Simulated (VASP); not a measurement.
# Ir (Fm-3m) in VASP: further runs

Runs on Ir. Level: PBE. Tasks: single point.

Everything below comes from runs of VASP 6.6.1. Logs are shortened: lines on timing, memory, paths and dates and some standing lists are left out, and cuts for length are marked.

## Step 1: The cell of the first run

It takes space group Fm-3m (No. 225, cubic). The conventional cell has a = 3.872 Å, b = 3.872 Å, c = 3.872 Å, α = 90.00°, β = 90.00°, γ = 90.00°. Within 3.6 Å of Ir (site symmetry m-3m) lie 12 Ir at 2.74 Å.

## Step 2: Single point, PBE

Contents of INCAR:

```
SYSTEM = Ir
ALGO = Normal
EDIFF = 1E-6
ENCUT = 520
GGA = PE
ISIF = 2
ISMEAR = 1
LASPH = .True.
LCHARG = .True.
LELF = .True.
LREAL = .False.
LVHAR = .True.
LWAVE = .False.
NBANDS = 10
NELM = 60
PREC = Accurate
SIGMA = 0.6
```

Contents of KPOINTS:

```
k-points
0
Gamma
  14 14 14
  0 0 0
```

Contents of POSCAR:

```
Ir
1.0
    0.0000000000      1.9360622002      1.9360622002
    1.9360622002      0.0000000000      1.9360622002
    1.9360622002      1.9360622002      0.0000000000
Ir
1
Direct
    0.0000000000      0.0000000000      0.0000000000
```

Potentials or basis: VASP PAW PBE potentials, release 64 (Ir).

Started as:

```console
cat potpaw_PBE.64/Ir/POTCAR > POTCAR
mpirun -np 1 vasp_std > vasp.out
```

OUTCAR:

```text
SYSTEM = Ir
   EDIFF = 1E-6
   ENCUT = 520
   GGA = PE
   ISIF = 2
   ISMEAR = 1
   LASPH = .True.
   LREAL = .False.
   NELM = 60
   PREC = Accurate

 ion  position               nearest neighbor table
   1  0.000  0.000  0.000-

  LATTYP: Found a face centered cubic cell.
 ALAT       =     3.8721244004

  Lattice vectors:

 A1 = (   0.0000000000,   1.9360622002,   1.9360622002)
 A2 = (   1.9360622002,   0.0000000000,   1.9360622002)
 A3 = (   1.9360622002,   1.9360622002,   0.0000000000)

Analysis of symmetry for initial positions (statically):
=====================================================================
 Subroutine PRICEL returns:
 Original cell was already a primitive cell.

 Routine SETGRP: Setting up the symmetry group for a
 face centered cubic supercell.

 Subroutine GETGRP returns: Found 48 space group operations
 (whereof 48 operations were pure point group operations)
 out of a pool of 48 trial point group operations.

The static configuration has the point symmetry O_h .

Analysis of symmetry for dynamics (positions and initial velocities):
=====================================================================
 Subroutine PRICEL returns:
 Original cell was already a primitive cell.

 Routine SETGRP: Setting up the symmetry group for a
 face centered cubic supercell.

 Subroutine GETGRP returns: Found 48 space group operations
 (whereof 48 operations were pure point group operations)
 out of a pool of 48 trial point group operations.

The dynamic configuration has the point symmetry O_h .

 Subroutine INISYM returns: Found 48 space group operations
 (whereof 48 operations are pure point group operations),
 and found     1 'primitive' translations

----------------------------------------------------------------------------------------

                                     Primitive cell

  volume of cell :      14.5140

  direct lattice vectors                    reciprocal lattice vectors
     0.000000000  1.936062200  1.936062200    -0.258256166  0.258256166  0.258256166
     1.936062200  0.000000000  1.936062200     0.258256166 -0.258256166  0.258256166
     1.936062200  1.936062200  0.000000000     0.258256166  0.258256166 -0.258256166

  length of vectors
     2.738005421  2.738005421  2.738005421     0.447312800  0.447312800  0.447312800

  position of ions in fractional coordinates (direct lattice)
     0.000000000  0.000000000  0.000000000

  ion indices of the primitive-cell ions
   primitive index   ion index
                 1           1

----------------------------------------------------------------------------------------

 KPOINTS: k-points

Automatic generation of k-mesh.
 Grid dimensions read from file:
 generate k-points for:   14   14   14

 Generating k-lattice:

  Cartesian coordinates                     Fractional coordinates (reciprocal lattice)
    -0.018446869  0.018446869  0.018446869     0.071428571  0.000000000  0.000000000
     0.018446869 -0.018446869  0.018446869     0.000000000  0.071428571  0.000000000
     0.018446869  0.018446869 -0.018446869     0.000000000  0.000000000  0.071428571

  Length of vectors
     0.031950914  0.031950914  0.031950914

  Shift w.r.t. Gamma in fractional coordinates (k-lattice)
     0.000000000  0.000000000  0.000000000

 Subroutine IBZKPT returns following result:
 ===========================================

 Found    104 irreducible k-points:

 Following reciprocal coordinates:
            Coordinates               Weight
  0.000000  0.000000  0.000000      1.000000
  0.071429  0.000000  0.000000      8.000000
  0.142857  0.000000  0.000000      8.000000
  0.214286  0.000000  0.000000      8.000000
  0.285714  0.000000  0.000000      8.000000
  0.357143  0.000000  0.000000      8.000000
[... 16 lines left out ...]
  0.214286  0.142857  0.000000     24.000000
  0.285714  0.142857  0.000000     24.000000
 [... further k-points ...]
   k-points           NKPTS =    104   k-points in BZ     NKDIM =    104   number of bands    NBANDS=     10
   number of dos      NEDOS =    301   number of ions     NIONS =      1
   total plane-waves  NPLWV =   8000
   dimension x,y,z NGX =    20 NGY =   20 NGZ =   20
   dimension x,y,z NGXF=    40 NGYF=   40 NGZF=   40
   ions per type =               1
   NGX,Y,Z   is equivalent  to a cutoff of  12.14, 12.14, 12.14 a.u.
   NGXF,Y,Z  is equivalent  to a cutoff of  24.29, 24.29, 24.29 a.u.
 SYSTEM =  Ir
   PREC   = accura    normal or accurate (medium, high low for compatibility)
   ISTART =      0    job   : 0-new  1-cont  2-samecut
   ICHARG =      2    charge: 1-file 2-atom 10-const
   ISPIN  =      1    spin polarized calculation?
   LNONCOLLINEAR =      F non collinear calculations
   LSORBIT =      F    spin-orbit coupling
   LASPH  =      T    aspherical Exc in radial PAW
   ENCUT  =  520.0 eV  38.22 Ry    6.18 a.u.   5.09  5.09  5.09*2*pi/ulx,y,z
   NELM   =     60;   NELMIN=  2; NELMDL= -5     # of ELM steps
   EDIFF  = 0.1E-05   stopping-criterion for ELM
   LREAL  =      F    real-space projection
   EDIFFG = 0.1E-04   stopping-criterion for IOM
   NSW    =      0    number of steps for IOM
   IBRION =     -1    ionic relax: 0-MD 1-quasi-New 2-CG
   NFREE  =      0    steps in history (QN), initial steepest desc. (CG)
   ISIF   =      2    stress and relaxation
   ISYM   =      2    0-nonsym 1-usesym 2-fastsym
   POTIM  = 0.5000    time-step for ionic-motion
   TEBEG  =    0.0;   TEEND  =   0.0 temperature during run
   PSTRESS=    0.0 pullay stress
   NELECT =       9.0000    total number of electrons
   NUPDOWN=      -1.0000    fix difference up-down
   EMIN   =  10.00;   EMAX   =-10.00  energy-range for DOS
   EFERMI =   0.00;   METHOD = LEGACY
   ISMEAR =     1;   SIGMA  =   0.60  broadening in eV -4-tet -1-fermi 0-gaus
   EFERMI_NEDOS =   21; number of points for ismear=-14 and -15
   IALGO  =     38    algorithm
   IMIX   =      4    mixing-type and parameters
     AMIX     =   0.40;   BMIX     =  1.00
     AMIX_MAG =   1.60;   BMIX_MAG =  1.00
  volume/ion in A,a.u.               =      14.51        97.95
  Fermi-wavevector in a.u.,A,eV,Ry     =   1.396024  2.638104 26.516181  1.948884
  Thomas-Fermi vector in A             =   2.519419
   LORBIT       =      0    0 simple, 1 ext, 2 COOP (PROOUT), +10 PAW based schemes
   GGA     = PE    functional components
   LHFCALC =     F    Hartree Fock is set to
   AEXX    =    0.0000 exact exchange contribution
   IVDW    =     0    specifies the selected vdW correction
   LEPSILON=     F    determine dielectric tensor
   LRPA    =     F    only Hartree local field effects (RPA)
 non-spin polarized calculation
 Methfessel and Paxton  Order N= 1 SIGMA  =   0.60
  energy-cutoff  :      520.00
  volume of cell :       14.51
 maximum number of plane-waves:       399
   NGX = 11   NGY = 11   NGZ = 11

 number of electron       9.0000000 magnetization

 Free energy of the ion-electron system (eV)
  ---------------------------------------------------
  ext. energy  EPLUGINS =         0.00000000
  ---------------------------------------------------
  free energy    TOTEN  =        -8.84284092 eV

  energy without entropy =       -8.84424183  energy(sigma->0) =       -8.84330789

 E-fermi :   9.9360     XC(G=0): -13.8363

 val. band max:        9.9353724894   @ k =  -0.3571   0.2857   0.0000
 cond. band min:       9.9494160546   @ k =   0.2857   0.2857   0.0000
 fundamental gap:      0.0140435653
 Fermi energy:         9.9359553400

 k-point     1 :       0.0000    0.0000    0.0000
  band No.  band energies     occupation
      1      -0.8783      2.00000
      2       6.2294      2.00000
      3       6.2294      2.00000
      4       6.2294      2.00000
      5       8.8100      2.02333
      6       8.8100      2.02334
      7      24.3409      0.00000
      8      29.7750      0.00000
      9      29.7750      0.00000
     10      29.7750      0.00000

 k-point     2 :       0.0714    0.0000    0.0000
  band No.  band energies     occupation
      1      -0.6581      2.00000
      2       6.1153      2.00000
      3       6.3232      2.00000
      4       6.3232      2.00000
      5       8.7517      2.01739
      6       8.7517      2.01739
      7      24.7145      0.00000
      8      28.6538      0.00000
      9      30.1328      0.00000
     10      30.1328      0.00000

 k-point     3 :       0.1429    0.0000    0.0000
  band No.  band energies     occupation
      1      -0.0356      2.00000
      2       5.8542      2.00000
      3       6.5413      2.00000
      4       6.5413      2.00000
      5       8.6613      2.01048
      6       8.6613      2.01048
      7      25.6603      0.00000
      8      26.7076      0.00000
      9      31.1498      0.00000
     10      31.1498      0.00000

 k-point     4 :       0.2143    0.0000    0.0000
  band No.  band energies     occupation
      1       0.8455      2.00000
      2       5.6767      2.00000
      3       6.6798      2.00000
      4       6.6798      2.00000
      5       8.7827      2.02040
      6       8.7827      2.02040
      7      24.6601      0.00000
      8      26.5956      0.00000
      9      32.6381      0.00000
     10      32.6381      0.00000
[... 222 lines left out ...]
 k-point    22 :       0.1429    0.1429    0.0000
  band No.  band energies     occupation
      1       0.2537      2.00000
      2       5.4379      2.00000
      3       6.8809      2.00000
      4       6.8809      2.00000
      5       7.9115      2.00002
      6       9.1421      2.06832
      7      26.2414      0.00000
      8      28.0107      0.00000
      9      29.8672      0.00000
     10      29.8672      0.00000

 k-point    23 :       0.2143    0.1429    0.0000
  band No.  band energies     occupation
      1       0.9428      2.00000
      2       5.1088      2.00000
      3       7.0043      2.00000
      4       7.1854      2.00000
      5       7.8380      2.00001
      6       9.3330      2.05127
      7      26.7484      0.00000
      8      27.2463      0.00000
      9      29.8034      0.00000
     10      30.3884      0.00000

 k-point    24 :       0.2857    0.1429    0.0000
  band No.  band energies     occupation
      1       1.8126      2.00000
      2       4.9334      2.00000
      3       6.5918      2.00000
      4       7.3040      2.00000
      5       8.5960      2.00701
      6       9.7203      1.56688
      7      24.7082      0.00000
      8      27.6380      0.00000
      9      29.6360      0.00000
     10      30.7148      0.00000

 [... further k-points ...]
[... 5 lines left out ...]
  --------------------------------------------------------------------------------------
  -------------------------------------------------------------------------------------
  Total        0.0101322      0.0101322      0.0101322      0.0000000     -0.0000000      0.0000000
  in kB        1.1184791      1.1184791      1.1184791      0.0000000     -0.0000000      0.0000000
  external PRESSURE =       1.1184791 kB  Pullay stress =       0.0000000 kB

 VOLUME and BASIS-vectors are now :
 -----------------------------------------------------------------------------
  energy-cutoff  :      520.00
  volume of cell :       14.51
      direct lattice vectors                 reciprocal lattice vectors
     0.000000000  1.936062200  1.936062200    -0.258256166  0.258256166  0.258256166
     1.936062200  0.000000000  1.936062200     0.258256166 -0.258256166  0.258256166
     1.936062200  1.936062200  0.000000000     0.258256166  0.258256166 -0.258256166

 POSITION                                       TOTAL-FORCE (eV/Angst)
 -----------------------------------------------------------------------------------
      0.00000      0.00000      0.00000        -0.000000      0.000000     -0.000000
 -----------------------------------------------------------------------------------
    total drift:                                0.000000      0.000000     -0.000000

  FREE ENERGIE OF THE ION-ELECTRON SYSTEM (eV)
  ---------------------------------------------------
  free  energy   TOTEN  =        -8.8428409226 eV

  energy  without entropy=       -8.8442418322  energy(sigma->0) =       -8.84330789
```

Wall time 12 s (1 thread of Intel Xeon 6975P-C, shared host); peak memory 0.13 GiB.

What came out:

- Free energy: -8.8428 eV
- Pressure: 0.1 GPa

Levels at points of the mesh, in eV from the Fermi level:
| k point | band 3 | band 4 | band 5 | band 6 | band 7 | band 8 |
| --- | --- | --- | --- | --- | --- | --- |
| (0.00, 0.00, 0.00) | -3.71 | -3.71 | -1.13 | -1.13 | 14.40 | 19.84 |
| (0.50, 0.00, 0.00) | -3.80 | -0.66 | 0.88 | 0.88 | 7.04 | 13.94 |
| (0.50, 0.50, 0.00) | 0.85 | 1.43 | 1.43 | 1.74 | 10.19 | 11.62 |

Caveat: spin-orbit coupling is left out, which moves the levels of the heavy elements.

(Part 1 of 2 ends here.)
